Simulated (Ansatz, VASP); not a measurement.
## Two plane-wave programs on LiNbO3

INCAR

```
SYSTEM = LiNbO3
PREC = Accurate
ENCUT = 520
EDIFF = 1E-7
ISMEAR = 0
SIGMA = 0.05
LREAL = .FALSE.
LASPH = .TRUE.
NELM = 80
ALGO = Normal
ISIF = 2
LWAVE = .FALSE.
LCHARG = .FALSE.
GGA = PE
NBANDS = 45
```

File KPOINTS:

```
regular mesh
0
G
  6 6 6
  0 0 0
```

Contents of POSCAR:

```
LiNbO3
1.0
    2.6088271720      1.5062070701      4.5485771353
   -2.6088271720      1.5062070701      4.5485771353
    0.0000000000     -3.0124141401      4.5485771353
Li Nb O
2 2 6
Direct
    0.2815913687      0.2815913687      0.2815913687
    0.7815913687      0.7815913687      0.7815913687
    0.0004900497      0.0004900497      0.0004900497
    0.5004900497      0.5004900497      0.5004900497
    0.1104619503      0.3580262714      0.7211003599
    0.7211003599      0.1104619503      0.3580262714
    0.3580262714      0.7211003599      0.1104619503
    0.2211003599      0.8580262714      0.6104619503
    0.8580262714      0.6104619503      0.2211003599
    0.6104619503      0.2211003599      0.8580262714
```

Input for Ansatz:

```yaml
crystal:
  lattice:
    - [2.608827172, 1.5062070701, 4.5485771353]
    - [-2.608827172, 1.5062070701, 4.5485771353]
    - [0.0, -3.0124141401, 4.5485771353]
  atoms:
    - { symbol: Li, position: [0.2815913687, 0.2815913687, 0.2815913687] }
    - { symbol: Li, position: [0.7815913687, 0.7815913687, 0.7815913687] }
    - { symbol: Nb, position: [0.0004900497, 0.0004900497, 0.0004900497] }
    - { symbol: Nb, position: [0.5004900497, 0.5004900497, 0.5004900497] }
    - { symbol: O, position: [0.1104619503, 0.3580262714, 0.7211003599] }
    - { symbol: O, position: [0.7211003599, 0.1104619503, 0.3580262714] }
    - { symbol: O, position: [0.3580262714, 0.7211003599, 0.1104619503] }
    - { symbol: O, position: [0.2211003599, 0.8580262714, 0.6104619503] }
    - { symbol: O, position: [0.8580262714, 0.6104619503, 0.2211003599] }
    - { symbol: O, position: [0.6104619503, 0.2211003599, 0.8580262714] }
basis:
  ecutwfc: 520.0
kpoints:
  mp_grid: { grid: [6, 6, 6] }
hamiltonian:
  xc: pbe
  pseudopotentials: { kind: paw, azcp: { folder: soft_1 } }
scf:
  occupations: { method: gaussian, width: 0.05 }
output:
  forces: true
  stress: true
  eigenvalues: true
```

Alike in both runs: task single point; functional PBE; k mesh 6 × 6 × 6; occupations gaussian, width 0.05 eV; no spin polarisation.

```csv
,VASP,Ansatz
version,VASP 6.6.1,Ansatz 0.2.0
potentials or method,"VASP PAW PBE potentials, release 64 (Li_sv, Nb_sv, O), cutoff 520 eV","scalar-relativistic, plane waves, PAW"
valence electrons in the cell,68,68
```

Ansatz gave:

```
gap on the k mesh at the Fermi level (eV) : 3.61
least direct gap on the mesh (eV)         : 3.67
rms of the force components (eV/Å)        : 0.058
```

Estimate VASP's values.

gap on the k mesh at the Fermi level (eV): 3.60; least direct gap on the mesh (eV): 3.65; rms of the force components (eV/Å): 0.063.

Atom by atom the forces differ by 0.012 eV/Å (rms over components).

Noted on VASP's run: the cutoff is under 1.25 times that of the potentials, so the pressure is a little rough.
